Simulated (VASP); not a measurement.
# TiRe (Pm-3m) in VASP: further runs

Runs on TiRe. Level: LDA. Tasks: vibrations by perturbation theory.

Everything below comes from runs of VASP 6.6.1. Logs are shortened: lines on timing, memory, paths and dates and some standing lists are left out, and cuts for length are marked.

## (1) The cell of the first run

The structure is cubic, space group Pm-3m (No. 221). Conventional cell: a = 3.039 Å, b = 3.039 Å, c = 3.039 Å, α = 90.00°, β = 90.00°, γ = 90.00°. Within 3.5 Å of Ti (site symmetry m-3m) lie 8 Re at 2.63 Å and 6 Ti at 3.04 Å. Re (site symmetry m-3m) has 8 Ti at 2.63 Å and 6 Re at 3.04 Å within 3.5 Å.

## (2) Vibrations by perturbation theory, LDA

INCAR reads:

```
PREC = Accurate ; ENCUT = 520
EDIFF = 1E-8 ; ISMEAR = -1
SIGMA = 0.15 ; LREAL = False
LASPH = True ; NELM = 100
ALGO = Normal ; ISIF = 2
LWAVE = False ; LCHARG = False
GGA = CA ; IBRION = 8
NSW = 1
```

KPOINTS reads:

```
regular mesh
0
Gamma
  14 14 14
```

POSCAR reads:

```
TiRe
1.0
    3.0387015229      0.0000000000      0.0000000000
    0.0000000000      3.0387015229      0.0000000000
    0.0000000000      0.0000000000      3.0387015229
Ti Re
1 1
Direct
    0.5000000000      0.5000000000      0.5000000000
    0.0000000000      0.0000000000      0.0000000000
```

Potentials or basis: VASP PAW LDA potentials, release 64 (Ti_sv, Re).

On the command line:

```
$ cat potpaw_LDA.64/Ti_sv/POTCAR potpaw_LDA.64/Re/POTCAR > POTCAR
$ mpirun -np 1 vasp_std > vasp.out
```

OUTCAR:

```text
PREC = Accurate
   ENCUT = 520
   EDIFF = 1E-8
   ISMEAR = -1
   LREAL = False
   LASPH = True
   NELM = 100
   ISIF = 2
   GGA = CA
   IBRION = 8
   NSW = 1

 ion  position               nearest neighbor table
   1  0.500  0.500  0.500-   2 2.63   2 2.63   2 2.63   2 2.63   2 2.63   2 2.63   2 2.63   2 2.63

   2  0.000  0.000  0.000-   1 2.63   1 2.63   1 2.63   1 2.63   1 2.63   1 2.63   1 2.63   1 2.63

  LATTYP: Found a simple cubic cell.
 ALAT       =     3.0387015229

  Lattice vectors:

 A1 = (   3.0387015229,   0.0000000000,   0.0000000000)
 A2 = (   0.0000000000,   3.0387015229,   0.0000000000)
 A3 = (   0.0000000000,   0.0000000000,   3.0387015229)

Analysis of symmetry for initial positions (statically):
=====================================================================
 Subroutine PRICEL returns:
 Original cell was already a primitive cell.

 Routine SETGRP: Setting up the symmetry group for a
 simple cubic supercell.

 Subroutine GETGRP returns: Found 48 space group operations
 (whereof 48 operations were pure point group operations)
 out of a pool of 48 trial point group operations.

The static configuration has the point symmetry O_h .

Analysis of symmetry for dynamics (positions and initial velocities):
=====================================================================
 Subroutine PRICEL returns:
 Original cell was already a primitive cell.

 Routine SETGRP: Setting up the symmetry group for a
 simple cubic supercell.

 Subroutine GETGRP returns: Found 48 space group operations
 (whereof 48 operations were pure point group operations)
 out of a pool of 48 trial point group operations.

The dynamic configuration has the point symmetry O_h .

 Subroutine INISYM returns: Found 48 space group operations
 (whereof 48 operations are pure point group operations),
 and found     1 'primitive' translations

----------------------------------------------------------------------------------------

                                     Primitive cell

  volume of cell :      28.0585

  direct lattice vectors                    reciprocal lattice vectors
     3.038701523  0.000000000  0.000000000     0.329087932  0.000000000  0.000000000
     0.000000000  3.038701523  0.000000000     0.000000000  0.329087932  0.000000000
     0.000000000  0.000000000  3.038701523     0.000000000  0.000000000  0.329087932

  length of vectors
     3.038701523  3.038701523  3.038701523     0.329087932  0.329087932  0.329087932

  position of ions in fractional coordinates (direct lattice)
     0.500000000  0.500000000  0.500000000
     0.000000000  0.000000000  0.000000000

  ion indices of the primitive-cell ions
   primitive index   ion index
                 1           1
                 2           2

----------------------------------------------------------------------------------------

 KPOINTS: regular mesh

Automatic generation of k-mesh.
 Grid dimensions read from file:
 generate k-points for:   14   14   14

 Generating k-lattice:

  Cartesian coordinates                     Fractional coordinates (reciprocal lattice)
     0.023506281  0.000000000  0.000000000     0.071428571  0.000000000  0.000000000
     0.000000000  0.023506281  0.000000000     0.000000000  0.071428571  0.000000000
     0.000000000  0.000000000  0.023506281     0.000000000  0.000000000  0.071428571

  Length of vectors
     0.023506281  0.023506281  0.023506281

[... 83 lines left out ...]
   LRPA    =     F    only Hartree local field effects (RPA)
 non-spin polarized calculation
  energy-cutoff  :      520.00
  volume of cell :       28.06
 maximum number of plane-waves:       772
 NGX is ok and might be reduce to    24
   NGX = 11   NGY = 11   NGZ = 11

--------------------------------------- Ionic step        1  -------------------------------------------

 number of electron      19.0000005 magnetization

 Free energy of the ion-electron system (eV)
  ---------------------------------------------------
  ext. energy  EPLUGINS =         0.00000000
  ---------------------------------------------------
  free energy    TOTEN  =       -23.22980023 eV

  energy without entropy =      -23.12166858  energy(sigma->0) =      -23.17573440

 E-fermi :   9.0094     XC(G=0): -13.5037

 val. band max:        8.9964699740   @ k =   0.3571   0.1429   0.0714
 cond. band min:       9.0401260344   @ k =   0.0714   0.0714   0.0000
 fundamental gap:      0.0436560604
 Fermi energy:         9.0094282428

 k-point     1 :       0.0000    0.0000    0.0000
  band No.  band energies     occupation
      1     -46.2858      2.00000
      2     -22.8321      2.00000
      3     -22.8321      2.00000
      4     -22.8321      2.00000
      5       1.0861      2.00000
      6       4.2648      2.00000
      7       4.2648      2.00000
      8       8.8517      1.48210
      9       8.8517      1.48210
     10       8.8517      1.48209
     11      12.0134      0.00000
     12      12.0134      0.00000
     13      14.1550      0.00000
[... 354 lines left out ...]
  band No.  band energies     occupation
      1     -46.2476      2.00000
      2     -23.0597      2.00000
      3     -22.9258      2.00000
      4     -22.8204      2.00000
      5       3.9114      2.00000
      6       5.4946      2.00000
      7       6.7350      2.00000
      8       7.6152      1.99982
      9       8.1545      1.99333
     10       8.6569      1.82594
     11      10.6015      0.00005
     12      11.1635      0.00000
     13      12.0718      0.00000

 [... further k-points ...]

------------------------ aborting loop because EDIFF is reached ----------------------------------------

  FORCE on cell =-STRESS in cart. coord.  units (eV):
  Direction    XX          YY          ZZ          XY          YZ          ZX
  --------------------------------------------------------------------------------------
  -------------------------------------------------------------------------------------
  Total        1.1868275      1.1868275      1.1868275     -0.0000000      0.0000000      0.0000000
  in kB       67.7694624     67.7694624     67.7694624     -0.0000000      0.0000000      0.0000000
  external PRESSURE =      67.7694624 kB  Pullay stress =       0.0000000 kB

 VOLUME and BASIS-vectors are now :
 -----------------------------------------------------------------------------
  energy-cutoff  :      520.00
  volume of cell :       28.06
      direct lattice vectors                 reciprocal lattice vectors
     3.038701523  0.000000000  0.000000000     0.329087932  0.000000000  0.000000000
     0.000000000  3.038701523  0.000000000     0.000000000  0.329087932  0.000000000
     0.000000000  0.000000000  3.038701523     0.000000000  0.000000000  0.329087932

 POSITION                                       TOTAL-FORCE (eV/Angst)
 -----------------------------------------------------------------------------------
      1.51935      1.51935      1.51935         0.000000      0.000000      0.000000
      0.00000      0.00000      0.00000         0.000000      0.000000      0.000000
 -----------------------------------------------------------------------------------
    total drift:                                0.000000      0.000000     -0.000000

  FREE ENERGIE OF THE ION-ELECTRON SYSTEM (eV)
  ---------------------------------------------------
  free  energy   TOTEN  =       -23.2298002253 eV

  energy  without entropy=      -23.1216685764  energy(sigma->0) =      -23.17573440

[... ionic steps 2 to 3 ...]

--------------------------------------- Ionic step        4  -------------------------------------------

------------------------ aborting loop because EDIFF is reached ----------------------------------------

[... ionic steps 5 to 6 ...]

--------------------------------------- Ionic step        7  -------------------------------------------

 Free energy of the ion-electron system (eV)
  ---------------------------------------------------
  ---------------------------------------------------
  free energy    TOTEN  =        -0.16001144 eV

  energy without entropy =       -0.16001146

------------------------ aborting loop because EDIFF is reached ----------------------------------------

 INTERNAL STRAIN TENSOR  FOR ION    2  DIRECTION 1   (eV/Angst):
 -----------------------------------------------------------------------------
     0.05787 -0.00000  0.00000
    -0.00000 -0.02103  0.00000
     0.00000  0.00000 -0.02103

 INTERNAL STRAIN TENSOR FOR ION    2 for displacements in x,y,z  (eV/Angst):
          X           Y           Z          XY          YZ          ZX
  --------------------------------------------------------------------------------
  x     0.00000     0.00000     0.00000     0.00000     0.00000     0.00000
  y     0.00000     0.00000     0.00000     0.00000     0.00000     0.00000
  z     0.00000     0.00000     0.00000     0.00000     0.00000     0.00000

 SECOND DERIVATIVES (NOT SYMMETRIZED)
 ------------------------------------
               1X          1Y          1Z          2X          2Y          2Z
  1X   -11.796127   -0.000000   -0.000000   11.796127    0.000000    0.000000
  1Y    -0.000000  -11.796127   -0.000000    0.000000   11.796127    0.000000
  1Z    -0.000000   -0.000000  -11.796127    0.000000    0.000000   11.796127
  2X    11.794057    0.000000   -0.000000  -11.794057    0.000000    0.000000
  2Y     0.000000   11.794057    0.000000   -0.000000  -11.794057    0.000000
  2Z     0.000000    0.000000   11.794057   -0.000000   -0.000000  -11.794057

 Eigenvectors and eigenvalues of the dynamical matrix
 ----------------------------------------------------

   1 f  =    8.700140 THz    54.664589 2PiTHz  290.205420 cm-1    35.980870 meV
             X         Y         Z           dx          dy          dz
      1.519351  1.519351  1.519351     0.000017   -0.891902    0.000000
      0.000000  0.000000  0.000000    -0.000008    0.452229    0.000000
[... 21 lines left out ...]
   6 f/i=    0.000308 THz     0.001934 2PiTHz    0.010270 cm-1     0.001273 meV
             X         Y         Z           dx          dy          dz
      1.519351  1.519351  1.519351     0.049507    0.449511   -0.000000
      0.000000  0.000000  0.000000     0.097640    0.886541    0.000000

--------------------------------------------------------------------------------------------------------

 ELASTIC MODULI CONTR FROM IONIC RELAXATION (kBar)
 Direction    XX          YY          ZZ          XY          YZ          ZX
 --------------------------------------------------------------------------------
 XX           0.0000      0.0000      0.0000      0.0000      0.0000      0.0000
 YY           0.0000      0.0000      0.0000      0.0000      0.0000      0.0000
 ZZ           0.0000      0.0000      0.0000      0.0000      0.0000      0.0000
 XY           0.0000      0.0000      0.0000      0.0000      0.0000      0.0000
 YZ           0.0000      0.0000      0.0000      0.0000      0.0000      0.0000
 ZX           0.0000      0.0000      0.0000      0.0000      0.0000      0.0000
 --------------------------------------------------------------------------------
```

It took 2.7 min on 1 thread of Intel Xeon 6975P-C (Granite Rapids), shared host; peak memory 0.39 GiB.

What came out:

- Highest phonon frequency at Γ: 290 cm⁻¹

Phonon frequencies in cm⁻¹ (negative: imaginary):
```csv
q point,frequencies
"(0.000, 0.000, 0.000)",0 0 0 290 290 290
```

Caveat: the cell stands under pressure or tension, which shifts response properties; spin-orbit coupling is left out, which moves the levels of the heavy elements.

## (3) Vibrations by perturbation theory, LDA

This run uses another cell than the first one, of 14.35 Å³/atom.

INCAR reads:

```
SYSTEM = TiRe
PREC = Accurate ; ENCUT = 520
EDIFF = 1E-8 ; ISMEAR = -1
SIGMA = 0.15 ; LREAL = .False.
LASPH = .True. ; NELM = 100
ALGO = Normal ; ISIF = 2
LWAVE = .False. ; LCHARG = .False.
GGA = CA ; IBRION = 8
NSW = 1
```

KPOINTS reads:

```
regular mesh
0
Gamma
  14 14 14
  0 0 0
```

POSCAR reads:

```
TiRe
1.0
    3.0614282073      0.0000000000      0.0000000000
    0.0000000000      3.0614282073      0.0000000000
    0.0000000000      0.0000000000      3.0614282073
Ti Re
1 1
Direct
    0.5000000000      0.5000000000      0.5000000000
    0.0000000000      0.0000000000      0.0000000000
```

Potentials or basis: VASP PAW LDA potentials, release 64 (Ti_sv, Re).

On the command line:

```
$ cat potpaw_LDA.64/Ti_sv/POTCAR potpaw_LDA.64/Re/POTCAR > POTCAR
$ mpirun -np 1 vasp_std > vasp.out
```

OUTCAR:

```text
SYSTEM = TiRe
   PREC = Accurate
   ENCUT = 520
   EDIFF = 1E-8
   ISMEAR = -1
   LREAL = .False.
   LASPH = .True.
   NELM = 100
   ISIF = 2
   GGA = CA
   IBRION = 8
   NSW = 1

 ion  position               nearest neighbor table
   1  0.500  0.500  0.500-   2 2.65   2 2.65   2 2.65   2 2.65   2 2.65   2 2.65   2 2.65   2 2.65

   2  0.000  0.000  0.000-   1 2.65   1 2.65   1 2.65   1 2.65   1 2.65   1 2.65   1 2.65   1 2.65

  LATTYP: Found a simple cubic cell.
 ALAT       =     3.0614282073

  Lattice vectors:

[... 639 lines left out ...]
               1X          1Y          1Z          2X          2Y          2Z
  1X   -10.847830    0.000000   -0.000000   10.847830   -0.000000    0.000000
  1Y     0.000000  -10.847830    0.000000   -0.000000   10.847830   -0.000000
  1Z    -0.000000   -0.000000  -10.847830    0.000000    0.000000   10.847830
  2X    10.816043   -0.000000    0.000000  -10.816043    0.000000   -0.000000
  2Y    -0.000000   10.816043    0.000000    0.000000  -10.816043   -0.000000
  2Z     0.000000    0.000000   10.816043   -0.000000   -0.000000  -10.816043

 Eigenvectors and eigenvalues of the dynamical matrix
 ----------------------------------------------------

   1 f  =    8.340760 THz    52.406541 2PiTHz  278.217808 cm-1    34.494596 meV
             X         Y         Z           dx          dy          dz
      1.530714  1.530714  1.530714     0.000000    0.000000    0.892153
      0.000000  0.000000  0.000000    -0.000000    0.000000   -0.451733
[... 21 lines left out ...]
   6 f/i=    0.004932 THz     0.030989 2PiTHz    0.164518 cm-1     0.020398 meV
             X         Y         Z           dx          dy          dz
      1.530714  1.530714  1.530714     0.372124   -0.166828    0.194307
      0.000000  0.000000  0.000000     0.734928   -0.329478    0.383747

--------------------------------------------------------------------------------------------------------

 ELASTIC MODULI CONTR FROM IONIC RELAXATION (kBar)
 Direction    XX          YY          ZZ          XY          YZ          ZX
 --------------------------------------------------------------------------------
 XX           0.0000      0.0000      0.0000      0.0000      0.0000      0.0000
 YY           0.0000      0.0000      0.0000      0.0000      0.0000      0.0000
 ZZ           0.0000      0.0000      0.0000      0.0000      0.0000      0.0000
 XY           0.0000      0.0000      0.0000      0.0000      0.0000      0.0000
 YZ           0.0000      0.0000      0.0000      0.0000      0.0000      0.0000
 ZX           0.0000      0.0000      0.0000      0.0000      0.0000      0.0000
 --------------------------------------------------------------------------------
```

OSZICAR:

```text
N       E                     dE             d eps       ncg     rms          rms(c)
DAV:   1     0.161194653618E+03    0.16119E+03   -0.98012E+03  3622   0.167E+03
DAV:   2    -0.556361211670E+01   -0.16676E+03   -0.16056E+03  4114   0.525E+02
DAV:   3    -0.236691818990E+02   -0.18106E+02   -0.17565E+02  5766   0.126E+02
DAV:   4    -0.248647461084E+02   -0.11956E+01   -0.11668E+01  3823   0.288E+01
[... 69 lines left out ...]
RMM:  25    -0.159829412724E+00   -0.26020E-07   -0.10660E-07 19568   0.593E-04    0.290E-05
RMM:  26    -0.159829425332E+00   -0.12608E-07   -0.51158E-08 19749   0.502E-04    0.109E-05
RMM:  27    -0.159829437623E+00   -0.12291E-07   -0.61512E-08 19987   0.429E-04    0.213E-05
RMM:  28    -0.159829447575E+00   -0.99516E-08   -0.44423E-08 19584   0.374E-04    0.678E-06
 Linear response finished
```

Wall time 3.1 min (1 thread of Intel Xeon 6975P-C (Granite Rapids), shared host); peak memory 0.4 GiB.

Results:

| Property | Result |
| --- | --- |
| Highest phonon frequency at Γ | 278 cm⁻¹ |

Phonon frequencies in cm⁻¹ (negative: imaginary):
```
              q point        frequencies
(0.000, 0.000, 0.000)  0 0 0 278 278 278
```

Caveat: spin-orbit coupling is left out, which moves the levels of the heavy elements.

(Part 1 of 2 ends here.)
